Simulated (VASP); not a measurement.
# AlN (P6_3mc) in VASP: single point with HSE06

Aim: the single point of AlN with HSE06.

All numbers are computed with VASP 6.6.1; they aren't measurements. Logs are shortened: lines on timing, memory, paths and dates and some standing lists are left out, and cuts for length are marked.

### Step 1. The cell of the first run

It takes space group P6_3mc (No. 186, hexagonal). Conventional cell: a = 3.245 Å, b = 3.245 Å, c = 5.201 Å, α = 90.00°, β = 90.00°, γ = 120.00°. Within 2.6 Å of Al (site symmetry 3m) lie 4 N at 1.97 to 1.98 Å. N (site symmetry 3m) has 4 Al at 1.97 to 1.98 Å within 2.6 Å.

### Step 2. Single point, HSE06 (strain +4.5%)

File POSCAR:

```
AlN
1.0
    3.2452523040      0.0000000000      0.0000000000
   -1.6226261520      2.8104709369      0.0000000000
    0.0000000000      0.0000000000      5.2006367363
Al N
2 2
Direct
    0.3333333333      0.6666666667     -0.0028056834
    0.6666666667      0.3333333333      0.4971943166
    0.3333333333      0.6666666667      0.3778056834
    0.6666666667      0.3333333333      0.8778056834
```

File INCAR.step1:

```
PREC = Accurate
ENCUT = 520
EDIFF = 1E-5
ISMEAR = 0
SIGMA = 0.01
LREAL = F
LASPH = T
NELM = 120
ALGO = Normal
ISIF = 2
LWAVE = T
LCHARG = F
NBANDS = 16
GGA = PE
GGA_COMPAT = F
```

File INCAR.step2:

```
PREC = Accurate
ENCUT = 520
EDIFF = 1E-6
ISMEAR = 0
SIGMA = 0.01
LREAL = F
LASPH = T
NELM = 120
ALGO = Normal
ISIF = 2
LWAVE = F
LCHARG = F
GGA = PE
LHFCALC = T
HFSCREEN = 0.2079
PRECFOCK = Normal
NBANDS = 16
ISTART = 1
GGA_COMPAT = F
```

File KPOINTS:

```
Automatic mesh
0
Gamma
  6 6 4
```

Potentials or basis: VASP PAW PBE potentials, release 64 (Al, N).

Started as:

```console
> cat potpaw_PBE.64/Al/POTCAR potpaw_PBE.64/N/POTCAR > POTCAR
> cp INCAR.step1 INCAR
> mpirun -np 1 vasp_std > vasp.out
> cp INCAR.step2 INCAR
> mpirun -np 1 vasp_std > vasp.out
```

OUTCAR:

```text
PREC = Accurate
   ENCUT = 520
   EDIFF = 1E-6
   ISMEAR = 0
   LREAL = F
   LASPH = T
   NELM = 120
   ISIF = 2
   GGA = PE
   LHFCALC = T
   HFSCREEN = 0.2079
   PRECFOCK = Normal
   ISTART = 1

 ion  position               nearest neighbor table
   1  0.333  0.667  0.997-   4 1.97   4 1.97   4 1.97   3 1.98   2 3.21   2 3.21   2 3.21   2 3.21
                             2 3.21   2 3.21
   2  0.667  0.333  0.497-   3 1.97   3 1.97   3 1.97   4 1.98   1 3.21   1 3.21   1 3.21   1 3.21
                             1 3.21   1 3.21
   3  0.333  0.667  0.378-   2 1.97   2 1.97   2 1.97   1 1.98
   4  0.667  0.333  0.878-   1 1.97   1 1.97   1 1.97   2 1.98

  LATTYP: Found a hexagonal cell.
 ALAT       =     3.2452523040
 C/A-ratio  =     1.6025369522

  Lattice vectors:

 A1 = (   3.2452523040,   0.0000000000,   0.0000000000)
 A2 = (  -1.6226261520,   2.8104709369,   0.0000000000)
 A3 = (   0.0000000000,   0.0000000000,   5.2006367363)

Analysis of symmetry for initial positions (statically):
=====================================================================
 Subroutine PRICEL returns:
 Original cell was already a primitive cell.

 Routine SETGRP: Setting up the symmetry group for a
 hexagonal supercell.

 Subroutine GETGRP returns: Found 12 space group operations
 (whereof  6 operations were pure point group operations)
 out of a pool of 24 trial point group operations.

The static configuration has the point symmetry C_3v.
 The point group associated with its full space group is C_6v.

Analysis of symmetry for dynamics (positions and initial velocities):
=====================================================================
 Subroutine PRICEL returns:
 Original cell was already a primitive cell.

 Routine SETGRP: Setting up the symmetry group for a
 hexagonal supercell.

 Subroutine GETGRP returns: Found 12 space group operations
 (whereof  6 operations were pure point group operations)
 out of a pool of 24 trial point group operations.

The dynamic configuration has the point symmetry C_3v.
 The point group associated with its full space group is C_6v.

 Subroutine INISYM returns: Found 12 space group operations
 (whereof  6 operations are pure point group operations),
 and found     1 'primitive' translations

----------------------------------------------------------------------------------------

                                     Primitive cell

  volume of cell :      47.4334

  direct lattice vectors                    reciprocal lattice vectors
     3.245252304  0.000000000  0.000000000     0.308142451  0.177906127  0.000000000
    -1.622626152  2.810470937  0.000000000     0.000000000  0.355812254  0.000000000
     0.000000000  0.000000000  5.200636736     0.000000000  0.000000000  0.192284147

  length of vectors
     3.245252304  3.245252304  5.200636736     0.355812254  0.355812254  0.192284147

  position of ions in fractional coordinates (direct lattice)
     0.333333333  0.666666667  0.997194317
     0.666666667  0.333333333  0.497194317
     0.333333333  0.666666667  0.377805683
     0.666666667  0.333333333  0.877805683

  ion indices of the primitive-cell ions
   primitive index   ion index
                 1           1
                 2           2
                 3           3
                 4           4

----------------------------------------------------------------------------------------

 KPOINTS: Automatic mesh

Automatic generation of k-mesh.
 Grid dimensions read from file:
 generate k-points for:    6    6    4

 Generating k-lattice:

  Cartesian coordinates                     Fractional coordinates (reciprocal lattice)
     0.051357075  0.029651021  0.000000000     0.166666667  0.000000000  0.000000000
     0.000000000  0.059302042  0.000000000     0.000000000  0.166666667  0.000000000
     0.000000000  0.000000000  0.048071037     0.000000000  0.000000000  0.250000000

  Length of vectors
     0.059302042  0.059302042  0.048071037

  Shift w.r.t. Gamma in fractional coordinates (k-lattice)
     0.000000000  0.000000000  0.000000000

 Subroutine IBZKPT returns following result:
 ===========================================

 Found     21 irreducible k-points:

 Following reciprocal coordinates:
            Coordinates               Weight
  0.000000  0.000000  0.000000      1.000000
  0.166667  0.000000  0.000000      6.000000
  0.333333  0.000000  0.000000      6.000000
  0.500000  0.000000  0.000000      3.000000
  0.166667  0.166667  0.000000      6.000000
  0.333333  0.166667  0.000000     12.000000
[... 13 lines left out ...]
  0.333333  0.166667  0.500000     12.000000
  0.333333  0.333333  0.500000      2.000000
   k-points           NKPTS =     21   k-points in BZ     NKDIM =    144   number of bands    NBANDS=     16
   number of dos      NEDOS =    301   number of ions     NIONS =      4
   total plane-waves  NPLWV =  23040
   dimension x,y,z NGX =    24 NGY =   24 NGZ =   40
   dimension x,y,z NGXF=    48 NGYF=   48 NGZF=   80
   ions per type =               2   2
   NGX,Y,Z   is equivalent  to a cutoff of  12.29, 12.29, 12.79 a.u.
   NGXF,Y,Z  is equivalent  to a cutoff of  24.59, 24.59, 25.57 a.u.
 SYSTEM =  unknown system
   PREC   = accura    normal or accurate (medium, high low for compatibility)
   ISTART =      1    job   : 0-new  1-cont  2-samecut
   ICHARG =      0    charge: 1-file 2-atom 10-const
   ISPIN  =      1    spin polarized calculation?
   LNONCOLLINEAR =      F non collinear calculations
   LSORBIT =      F    spin-orbit coupling
   LASPH  =      T    aspherical Exc in radial PAW
   ENCUT  =  520.0 eV  38.22 Ry    6.18 a.u.   6.03  6.03  9.67*2*pi/ulx,y,z
   NELM   =    120;   NELMIN=  2; NELMDL=  0     # of ELM steps
   EDIFF  = 0.1E-05   stopping-criterion for ELM
   LREAL  =      F    real-space projection
   EDIFFG = 0.1E-04   stopping-criterion for IOM
   NSW    =      0    number of steps for IOM
   IBRION =     -1    ionic relax: 0-MD 1-quasi-New 2-CG
   NFREE  =      0    steps in history (QN), initial steepest desc. (CG)
   ISIF   =      2    stress and relaxation
   ISYM   =      3    0-nonsym 1-usesym 2-fastsym
   POTIM  = 0.5000    time-step for ionic-motion
   TEBEG  =    0.0;   TEEND  =   0.0 temperature during run
   PSTRESS=    0.0 pullay stress
   NELECT =      16.0000    total number of electrons
   NUPDOWN=      -1.0000    fix difference up-down
   EMIN   =  10.00;   EMAX   =-10.00  energy-range for DOS
   EFERMI =   0.00;   METHOD = LEGACY
   ISMEAR =     0;   SIGMA  =   0.01  broadening in eV -4-tet -1-fermi 0-gaus
   EFERMI_NEDOS =   21; number of points for ismear=-14 and -15
   IALGO  =     38    algorithm
   IMIX   =      1    mixing-type and parameters
     AMIX     =   0.40;   BMIX     =  1.00
     AMIX_MAG =   1.60;   BMIX_MAG =  1.00
  volume/ion in A,a.u.               =      11.86        80.02
  Fermi-wavevector in a.u.,A,eV,Ry     =   1.139603  2.153537 17.669808  1.298694
  Thomas-Fermi vector in A             =   2.276306
   LORBIT       =      0    0 simple, 1 ext, 2 COOP (PROOUT), +10 PAW based schemes
   GGA     = PE    functional components
   LHFCALC =     T    Hartree Fock is set to
   PRECFOCK=normal    Normal, Fast or Accurate (Low or Medium for compatibility)
   ENCUT4O =  -1.0   cutoff for four orbital integrals eV
   NKREDX  =     1    reduce k-point grid by
   NKREDY  =     1    reduce k-point grid by
   NKREDZ  =     1    reduce k-point grid by
   AEXX    =    0.2500 exact exchange contribution
   HFSCREEN=    0.2079 screening length (either q_TF or 0.3 A-1)
   HFSCREENC=   0.2079 screening length for correlation (either q_TF or 0.3 A-1)
   ENCUTFOCK=  -1.0 apply spherical cutoff to Coloumb kernel
   IVDW    =     0    specifies the selected vdW correction
   LEPSILON=     F    determine dielectric tensor
   LRPA    =     F    only Hartree local field effects (RPA)
 non-spin polarized calculation
 Gauss-broadening in eV      SIGMA  =   0.01
  energy-cutoff  :      520.00
  volume of cell :       47.43
 maximum number of plane-waves:      1302
  NGX = 20; NGY = 20; NGZ = 30

 number of electron      16.0000003 magnetization

 Free energy of the ion-electron system (eV)
  ---------------------------------------------------
  ext. energy  EPLUGINS =         0.00000000
  ---------------------------------------------------
  free energy    TOTEN  =       -34.43625649 eV

  energy without entropy =      -34.43625649  energy(sigma->0) =      -34.43625649

 E-fermi :   4.2193     XC(G=0):  -8.5748

 val. band max:        4.1134118321   @ k =   0.0000   0.0000   0.0000
 cond. band min:       8.4955386030   @ k =   0.0000   0.0000   0.0000
 fundamental gap:      4.3821267709
 Fermi energy:         4.2193221670

 k-point     1 :       0.0000    0.0000    0.0000
  band No.  band energies     occupation
      1     -11.8172      2.00000
      2      -9.9235      2.00000
      3      -1.8029      2.00000
      4       3.2500      2.00000
      5       3.2500      2.00000
      6       3.9391      2.00000
[... 8 lines left out ...]
     15      17.7535      0.00000
     16      17.7535      0.00000

 k-point     2 :       0.1667    0.0000    0.0000
  band No.  band energies     occupation
      1     -11.4998      2.00000
      2      -9.7564      2.00000
      3      -1.3935      2.00000
      4       1.8429      2.00000
      5       2.5845      2.00000
      6       2.8670      2.00000
[... 8 lines left out ...]
     15      17.1752      0.00000
     16      17.7323      0.00000

 k-point     3 :       0.3333    0.0000    0.0000
  band No.  band energies     occupation
      1     -10.6959      2.00000
      2      -9.4637      2.00000
      3      -0.4547      2.00000
      4      -0.1756      2.00000
      5       0.7398      2.00000
      6       2.2746      2.00000
[... 8 lines left out ...]
     15      16.7683      0.00000
     16      19.1100      0.00000
[... 305 lines left out ...]
 k-point    20 :       0.3333    0.1667    0.5000
  band No.  band energies     occupation
      1      -9.7614      2.00000
      2      -9.7614      2.00000
      3      -1.0417      2.00000
      4      -1.0417      2.00000
      5       1.5677      2.00000
      6       1.5677      2.00000
[... 8 lines left out ...]
     15      18.1904      0.00000
     16      18.1904      0.00000

 k-point    21 :       0.3333    0.3333    0.5000
  band No.  band energies     occupation
      1      -9.5724      2.00000
      2      -9.5724      2.00000
      3      -0.7802      2.00000
      4      -0.7802      2.00000
      5       0.4342      2.00000
      6       0.4342      2.00000
[... 8 lines left out ...]
     15      18.8062      0.00000
     16      18.8062      0.00000

------------------------ aborting loop because EDIFF is reached ----------------------------------------

  FORCE on cell =-STRESS in cart. coord.  units (eV):
  Direction    XX          YY          ZZ          XY          YZ          ZX
  --------------------------------------------------------------------------------------
  -------------------------------------------------------------------------------------
  Total       -6.7173689     -6.7173689     -6.2753056      0.0000000      0.0000000     -0.0000000
  in kB     -226.8954039   -226.8954039   -211.9636448      0.0000000      0.0000000     -0.0000000
  external PRESSURE =    -221.9181509 kB  Pullay stress =       0.0000000 kB

 VOLUME and BASIS-vectors are now :
 -----------------------------------------------------------------------------
  energy-cutoff  :      520.00
  volume of cell :       47.43
      direct lattice vectors                 reciprocal lattice vectors
     3.245252304  0.000000000  0.000000000     0.308142451  0.177906127  0.000000000
    -1.622626152  2.810470937  0.000000000     0.000000000  0.355812254  0.000000000
     0.000000000  0.000000000  5.200636736     0.000000000  0.000000000  0.192284147

 POSITION                                       TOTAL-FORCE (eV/Angst)
 -----------------------------------------------------------------------------------
     -0.00000      1.87365      5.18605        -0.000000     -0.000000     -0.007049
      1.62263      0.93682      2.58573         0.000000     -0.000000     -0.007049
     -0.00000      1.87365      1.96483         0.000000     -0.000000      0.007049
      1.62263      0.93682      4.56515        -0.000000      0.000000      0.007049
 -----------------------------------------------------------------------------------
    total drift:                                0.000000      0.000001      0.000582

  FREE ENERGIE OF THE ION-ELECTRON SYSTEM (eV)
  ---------------------------------------------------
  free  energy   TOTEN  =       -34.4362564941 eV

  energy  without entropy=      -34.4362564941  energy(sigma->0) =      -34.43625649
```

It took 30 min on 1 thread of Intel Xeon Platinum 8259CL at 2.50GHz (Skylake/Cascade Lake), shared host; peak memory 0.27 GiB.

What came out:

| Quantity | Value |
| --- | --- |
| Free energy | -34.4363 eV |
| Pressure | -22.2 GPa |
| Largest force | 0.007 eV/Å |
| Band gap on the k mesh | 4.38 eV |

Forces on the atoms (eV/Å):
```
Al   0.000  0.000 -0.007
Al   0.000  0.000 -0.007
N    0.000  0.000  0.007
N    0.000  0.000  0.007
```

Stress tensor (GPa, compression positive):
```
-22.69   0.00   0.00
  0.00 -22.69   0.00
  0.00   0.00 -21.20
```

Levels at points of the mesh, in eV from the valence-band top:
| k point | band 5 | band 6 | band 7 | band 8 | band 9 | band 10 | band 11 | band 12 |
| --- | --- | --- | --- | --- | --- | --- | --- | --- |
| (0.00, 0.00, 0.00) | -0.86 | -0.17 | -0.17 | 0.00 | 4.38 | 6.98 | 11.38 | 11.79 |
| (0.50, 0.00, 0.00) | -3.33 | -2.09 | -1.70 | -0.70 | 6.68 | 6.82 | 8.58 | 11.08 |
| (0.00, 0.00, 0.50) | -0.53 | -0.53 | -0.53 | -0.53 | 6.78 | 6.78 | 10.91 | 10.91 |
| (0.50, 0.00, 0.50) | -1.46 | -1.46 | -1.36 | -1.36 | 6.15 | 6.15 | 9.94 | 9.94 |

Caveat: the cell differs from its parent crystal (strain +4.5%); the cell stands under tension; the PAW data sets were made with another functional, which shifts forces and pressure a little.
